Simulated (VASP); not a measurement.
# Bi6O (P1) in VASP: single point with PBE

Aim: the single point of Bi6O with PBE.

All numbers are computed with VASP 6.6.1; they aren't measurements. Logs are shortened: lines on timing, memory, paths and dates and some standing lists are left out, and cuts for length are marked.

### 1 The cell of the first run

The typed cell holds 7 atoms: a = 6.404 Å, b = 6.408 Å, c = 6.976 Å, α = 63.09°, β = 62.67°, γ = 60.04°.

### 2 Single point, PBE

File INCAR:

```
SYSTEM = Bi6O
ALGO = Normal
EDIFF = 1E-7
ENCUT = 520
GGA = PE
ISIF = 2
ISMEAR = 0
LASPH = .TRUE.
LCHARG = .FALSE.
LREAL = .FALSE.
LWAVE = .FALSE.
NBANDS = 57
NELM = 80
PREC = Accurate
SIGMA = 0.2
```

File KPOINTS:

```
k-points
0
G
  6 6 6
  0 0 0
```

File POSCAR:

```
Bi6O
1.0
   -3.2010687670      5.5463701335      0.0010696690
   -6.4081206353     -0.0036391251     -0.0242995871
   -3.1805347447      1.8612396974      5.9237372018
Bi O
6 1
Direct
    0.4836403258      0.3313958847      0.2790593389
    0.3350107199      0.9033301541      0.2809711990
    0.9083131762      0.4797016417      0.2804214016
    0.0777932944      0.4248540755      0.7645824527
    0.7292039083      0.0806352943      0.7650320133
    0.4217500052      0.7328644096      0.7672049871
    0.0439272542      0.0468572240      0.8638125554
```

Potentials or basis: VASP PAW PBE potentials, release 64 (Bi_d, O).

The run is started by

```console
cat potpaw_PBE.64/Bi_d/POTCAR potpaw_PBE.64/O/POTCAR > POTCAR
mpirun -np 1 vasp_std > vasp.out
```

OUTCAR:

```text
SYSTEM = Bi6O
   EDIFF = 1E-7
   ENCUT = 520
   GGA = PE
   ISIF = 2
   ISMEAR = 0
   LASPH = .TRUE.
   LREAL = .FALSE.
   NELM = 80
   PREC = Accurate

 ion  position               nearest neighbor table
   1  0.484  0.331  0.279-   4 3.28   2 3.30   3 3.30   3 3.31   2 3.32   6 3.39   5 3.74   6 3.86

   2  0.335  0.903  0.281-   6 3.28   1 3.30   3 3.30   1 3.32   3 3.32   5 3.38   4 3.75   5 3.85

   3  0.908  0.480  0.280-   5 3.29   2 3.30   1 3.30   1 3.31   2 3.32   4 3.38   6 3.75   4 3.82

   4  0.078  0.425  0.765-   7 2.29   1 3.28   3 3.38   5 3.62   6 3.63   6 3.64   5 3.64   2 3.75
                             3 3.82   6 3.84   5 3.84
   5  0.729  0.081  0.765-   7 2.30   3 3.29   2 3.38   4 3.62   6 3.63   6 3.63   4 3.64   1 3.74
                             4 3.84   2 3.85   6 3.85
   6  0.422  0.733  0.767-   7 2.29   2 3.28   1 3.39   5 3.63   4 3.63   5 3.63   4 3.64   3 3.75
                             4 3.84   5 3.85   1 3.86
   7  0.044  0.047  0.864-   6 2.29   4 2.29   5 2.30

  Warning from LATTYP: Got some problem with cell dimensions!
  Tried to take original basis but could not verify dimensions!
  LATTYP: Found a triclinic cell.
 ALAT       =    11.4308638588
 B/A-ratio  =     0.5602229246
 C/A-ratio  =     0.8262300927
 COS(alpha) =     0.0000970223
 COS(beta)  =     0.4483400687
 COS(gamma) =     0.8402518869

  Lattice vectors:

 A1 = (  -3.2216027893,   9.2315005696,  -5.9215978638)
 A2 = (  -3.2010687670,   5.5463701335,   0.0010696690)
 A3 = (   6.3875866130,   3.6887695612,  -5.8983679457)

Analysis of symmetry for initial positions (statically):
=====================================================================
 Subroutine PRICEL returns:
 Original cell was already a primitive cell.

 Routine SETGRP: Setting up the symmetry group for a
 triclinic supercell.

 Subroutine GETGRP returns: Found  1 space group operations
 (whereof  1 operations were pure point group operations)
 out of a pool of  2 trial point group operations.

The static configuration has the point symmetry C_1 .

Analysis of symmetry for dynamics (positions and initial velocities):
=====================================================================
 Subroutine PRICEL returns:
 Original cell was already a primitive cell.

 Routine SETGRP: Setting up the symmetry group for a
 triclinic supercell.

 Subroutine GETGRP returns: Found  1 space group operations
 (whereof  1 operations were pure point group operations)
 out of a pool of  2 trial point group operations.

The dynamic configuration has the point symmetry C_1 .

 Subroutine INISYM returns: Found  1 space group operations
 (whereof  1 operations are pure point group operations),
 and found     1 'primitive' translations

----------------------------------------------------------------------------------------

                                     Primitive cell

  volume of cell :     210.8805

  direct lattice vectors                    reciprocal lattice vectors
    -3.201068767  5.546370133  0.001069669     0.000112244  0.180373800 -0.056613227
    -6.408120635 -0.003639125 -0.024299587    -0.155790867 -0.089903488 -0.055398529
    -3.180534745  1.861239697  5.923737202    -0.000639085 -0.000401361  0.168595325

  length of vectors
     6.403831982  6.408167740  6.976437265     0.189049671  0.188208470  0.168597014

  position of ions in fractional coordinates (direct lattice)
     0.483640326  0.331395885  0.279059339
     0.335010720  0.903330154  0.280971199
     0.908313176  0.479701642  0.280421402
     0.077793294  0.424854076  0.764582453
     0.729203908  0.080635294  0.765032013
     0.421750005  0.732864410  0.767204987
     0.043927254  0.046857224  0.863812555

  ion indices of the primitive-cell ions
   primitive index   ion index
                 1           1
                 2           2
                 3           3
                 4           4
                 5           5
                 6           6
                 7           7

----------------------------------------------------------------------------------------

 KPOINTS: k-points

Automatic generation of k-mesh.
 Grid dimensions read from file:
 generate k-points for:    6    6    6

 Generating k-lattice:

  Cartesian coordinates                     Fractional coordinates (reciprocal lattice)
     0.000018707  0.030062300 -0.009435538     0.166666667 -0.000000000  0.000000000
    -0.025965144 -0.014983915 -0.009233088    -0.000000000  0.166666667 -0.000000000
    -0.000106514 -0.000066894  0.028099221     0.000000000  0.000000000  0.166666667

  Length of vectors
     0.031508278  0.031368078  0.028099502

  Shift w.r.t. Gamma in fractional coordinates (k-lattice)
     0.000000000  0.000000000  0.000000000

 Subroutine IBZKPT returns following result:
 ===========================================

 Found    112 irreducible k-points:

 Following reciprocal coordinates:
            Coordinates               Weight
  0.000000  0.000000  0.000000      1.000000
  0.166667 -0.000000  0.000000      2.000000
  0.333333  0.000000 -0.000000      2.000000
  0.500000  0.000000 -0.000000      1.000000
 -0.000000  0.166667  0.000000      2.000000
  0.166667  0.166667  0.000000      2.000000
[... 16 lines left out ...]
  0.333333 -0.000000  0.166667      2.000000
  0.500000 -0.000000  0.166667      2.000000
 [... further k-points ...]
   k-points           NKPTS =    112   k-points in BZ     NKDIM =    112   number of bands    NBANDS=     57
   number of dos      NEDOS =    301   number of ions     NIONS =      7
   total plane-waves  NPLWV = 124416
   dimension x,y,z NGX =    48 NGY =   48 NGZ =   54
   dimension x,y,z NGXF=    96 NGYF=   96 NGZF=  108
   ions per type =               6   1
   NGX,Y,Z   is equivalent  to a cutoff of  12.46, 12.45, 12.87 a.u.
   NGXF,Y,Z  is equivalent  to a cutoff of  24.92, 24.91, 25.74 a.u.
 SYSTEM =  Bi6O
   PREC   = accura    normal or accurate (medium, high low for compatibility)
   ISTART =      0    job   : 0-new  1-cont  2-samecut
   ICHARG =      2    charge: 1-file 2-atom 10-const
   ISPIN  =      1    spin polarized calculation?
   LNONCOLLINEAR =      F non collinear calculations
   LSORBIT =      F    spin-orbit coupling
   LASPH  =      T    aspherical Exc in radial PAW
   ENCUT  =  520.0 eV  38.22 Ry    6.18 a.u.  11.91 11.91 12.97*2*pi/ulx,y,z
   NELM   =     80;   NELMIN=  2; NELMDL= -5     # of ELM steps
   EDIFF  = 0.1E-06   stopping-criterion for ELM
   LREAL  =      F    real-space projection
   EDIFFG = 0.1E-05   stopping-criterion for IOM
   NSW    =      0    number of steps for IOM
   IBRION =     -1    ionic relax: 0-MD 1-quasi-New 2-CG
   NFREE  =      0    steps in history (QN), initial steepest desc. (CG)
   ISIF   =      2    stress and relaxation
   ISYM   =      2    0-nonsym 1-usesym 2-fastsym
   POTIM  = 0.5000    time-step for ionic-motion
   TEBEG  =    0.0;   TEEND  =   0.0 temperature during run
   PSTRESS=    0.0 pullay stress
   NELECT =      96.0000    total number of electrons
   NUPDOWN=      -1.0000    fix difference up-down
   EMIN   =  10.00;   EMAX   =-10.00  energy-range for DOS
   EFERMI =   0.00;   METHOD = LEGACY
   ISMEAR =     0;   SIGMA  =   0.20  broadening in eV -4-tet -1-fermi 0-gaus
   EFERMI_NEDOS =   21; number of points for ismear=-14 and -15
   IALGO  =     38    algorithm
   IMIX   =      4    mixing-type and parameters
     AMIX     =   0.40;   BMIX     =  1.00
     AMIX_MAG =   1.60;   BMIX_MAG =  1.00
  volume/ion in A,a.u.               =      30.13       203.30
  Fermi-wavevector in a.u.,A,eV,Ry     =   1.259369  2.379863 21.578993  1.586011
  Thomas-Fermi vector in A             =   2.392933
   LORBIT       =      0    0 simple, 1 ext, 2 COOP (PROOUT), +10 PAW based schemes
   GGA     = PE    functional components
   LHFCALC =     F    Hartree Fock is set to
   AEXX    =    0.0000 exact exchange contribution
   IVDW    =     0    specifies the selected vdW correction
   LEPSILON=     F    determine dielectric tensor
   LRPA    =     F    only Hartree local field effects (RPA)
 non-spin polarized calculation
 Gauss-broadening in eV      SIGMA  =   0.20
  energy-cutoff  :      520.00
  volume of cell :      210.88
 maximum number of plane-waves:      5697
   NGX = 23   NGY = 23   NGZ = 25

 number of electron      96.0000002 magnetization

 Free energy of the ion-electron system (eV)
  ---------------------------------------------------
  ext. energy  EPLUGINS =         0.00000000
  ---------------------------------------------------
  free energy    TOTEN  =       -29.03478708 eV

  energy without entropy =      -28.97360780  energy(sigma->0) =      -29.00419744

 E-fermi :   6.8232     XC(G=0):  -9.8307

 val. band max:        6.8210925535   @ k =   0.5000   0.1667   0.5000
 cond. band min:       6.8290992657   @ k =  -0.1667   0.3333   0.3333
 fundamental gap:      0.0080067122
 Fermi energy:         6.8231661671

 k-point     1 :       0.0000    0.0000    0.0000
  band No.  band energies     occupation
      1     -16.4379      2.00000
      2     -16.3319      2.00000
      3     -16.3286      2.00000
      4     -16.3126      2.00000
      5     -16.2985      2.00000
      6     -16.2964      2.00000
[... 49 lines left out ...]
     56      10.9546      0.00000
     57      11.4041      0.00000

 k-point     2 :       0.1667   -0.0000    0.0000
  band No.  band energies     occupation
      1     -16.4441      2.00000
      2     -16.3320      2.00000
      3     -16.3267      2.00000
      4     -16.3107      2.00000
      5     -16.3049      2.00000
      6     -16.2983      2.00000
[... 49 lines left out ...]
     56      10.6109      0.00000
     57      11.0343      0.00000
[... 1258 lines left out ...]
     56      10.4542      0.00000
     57      10.6739      0.00000

 k-point    24 :       0.5000   -0.0000    0.1667
  band No.  band energies     occupation
      1     -16.4631      2.00000
      2     -16.3305      2.00000
      3     -16.3248      2.00000
      4     -16.3167      2.00000
      5     -16.3066      2.00000
      6     -16.3035      2.00000
[... 49 lines left out ...]
     56      10.2454      0.00000
     57      10.5287      0.00000

 [... further k-points ...]

------------------------ aborting loop because EDIFF is reached ----------------------------------------

  FORCE on cell =-STRESS in cart. coord.  units (eV):
  Direction    XX          YY          ZZ          XY          YZ          ZX
  --------------------------------------------------------------------------------------
  -------------------------------------------------------------------------------------
  Total       -0.0490776     -0.0102392      0.0185192     -0.0114802     -0.0428915     -0.0759300
  in kB       -0.3728698     -0.0777927      0.1407011     -0.0872218     -0.3258710     -0.5768832
  external PRESSURE =      -0.1033204 kB  Pullay stress =       0.0000000 kB

 VOLUME and BASIS-vectors are now :
 -----------------------------------------------------------------------------
  energy-cutoff  :      520.00
  volume of cell :      210.88
      direct lattice vectors                 reciprocal lattice vectors
    -3.201068767  5.546370133  0.001069669     0.000112244  0.180373800 -0.056613227
    -6.408120635 -0.003639125 -0.024299587    -0.155790867 -0.089903488 -0.055398529
    -3.180534745  1.861239697  5.923737202    -0.000639085 -0.000401361  0.168595325

 POSITION                                       TOTAL-FORCE (eV/Angst)
 -----------------------------------------------------------------------------------
     -4.55935      3.20064      1.64554         0.002902      0.009325     -0.007897
     -7.75468      2.37776      1.64281        -0.003207     -0.012518     -0.006911
     -6.87345      5.55803      1.65046         0.000304     -0.011403      0.000324
     -5.40332      1.85300      4.51894        -0.022974      0.005575      0.008771
     -5.28416      5.46805      4.53067         0.013018     -0.002998     -0.000365
     -8.48646      3.76447      4.52736         0.019605      0.032820     -0.006580
     -3.18827      1.85123      5.11591        -0.009648     -0.020801      0.012657
 -----------------------------------------------------------------------------------
    total drift:                                0.000563      0.000874     -0.000322

  FREE ENERGIE OF THE ION-ELECTRON SYSTEM (eV)
  ---------------------------------------------------
  free  energy   TOTEN  =       -29.0347870825 eV

  energy  without entropy=      -28.9736077994  energy(sigma->0) =      -29.00419744
```

Wall time 29 min (1 thread of Intel Xeon 6975P-C, shared host); peak memory 1 GiB.

What came out:

```
Free energy            : -29.0348 eV
Pressure               : 0.0 GPa
Largest force          : 0.039 eV/Å
Band gap on the k mesh : zero (band 48 reaches 7.77 eV, above the bottom of band 49 at 6.51 eV)
```

Forces on the atoms (eV/Å):
```
Bi   0.003  0.009 -0.008
Bi  -0.003 -0.013 -0.007
Bi   0.000 -0.011  0.000
Bi  -0.023  0.006  0.009
Bi   0.013 -0.003  0.000
Bi   0.020  0.033 -0.007
O   -0.010 -0.021  0.013
```

Levels at points of the mesh, in eV from the Fermi level:
| k point | band 46 | band 47 | band 48 | band 49 | band 50 | band 51 |
| --- | --- | --- | --- | --- | --- | --- |
| (0.00, 0.00, 0.00) | -1.15 | -1.14 | 0.95 | 1.05 | 1.59 | 1.61 |
| (0.50, 0.00, 0.00) | -1.00 | -0.86 | -0.37 | 0.34 | 0.73 | 1.01 |
| (0.00, 0.50, 0.00) | -1.00 | -0.87 | -0.39 | 0.34 | 0.67 | 0.97 |
| (0.50, 0.50, 0.00) | -1.20 | -0.99 | -0.71 | 0.02 | 0.15 | 0.92 |
| (0.00, 0.00, 0.50) | -1.49 | -1.19 | -0.51 | 0.28 | 0.47 | 0.50 |
| (0.50, 0.00, 0.50) | -1.20 | -1.00 | -0.73 | 0.04 | 0.17 | 0.92 |
| (0.00, 0.50, 0.50) | -1.19 | -1.00 | -0.72 | 0.05 | 0.18 | 0.88 |
| (0.50, 0.50, 0.50) | -0.98 | -0.87 | -0.41 | 0.32 | 0.67 | 1.02 |

Caveat: spin-orbit coupling is left out, which moves the levels of the heavy elements.
